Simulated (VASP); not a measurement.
Input of a VASP 6.6.1 run:

Contents of INCAR:

```
SYSTEM = Mg
ALGO = Normal ; EDIFF = 1E-6
ENCUT = 520 ; GGA = CA
ISIF = 2 ; ISMEAR = -1
LASPH = .True. ; LCHARG = .False.
LREAL = .False. ; LWAVE = .False.
NBANDS = 9 ; NELM = 60
PREC = Accurate ; SIGMA = 0.05
```

The input KPOINTS:

```
k-points
0
Gamma
  12 12 7
  0 0 0
```

POSCAR

```
Mg
1.0
    3.2092715325      0.0000000000      0.0000000000
   -1.6046357662      2.7793106748      0.0000000000
    0.0000000000      0.0000000000      5.2624333000
Mg
2
Direct
    0.3333333333      0.6666666667      0.2500000000
    0.6666666667      0.3333333333      0.7500000000
```

Potentials or basis: VASP PAW LDA potentials, release 64 (Mg).

The run is started by

```bash
$ cat potpaw_LDA.64/Mg/POTCAR > POTCAR
$ mpirun -np 1 vasp_std > vasp.out
```

Question: Predict the pressure.

Answer: -3.1 GPa.

Question: Estimate the band gap on the k mesh.

Answer: Zero (band 2 reaches 3.38 eV, above the bottom of band 3 at 0.98 eV).

Stress tensor (GPa, compression positive):
```
-2.62  0.00  0.00
 0.00 -2.62  0.00
 0.00  0.00 -4.08
```

Caveat: the cell differs from its parent crystal (zz strain of +1 %).
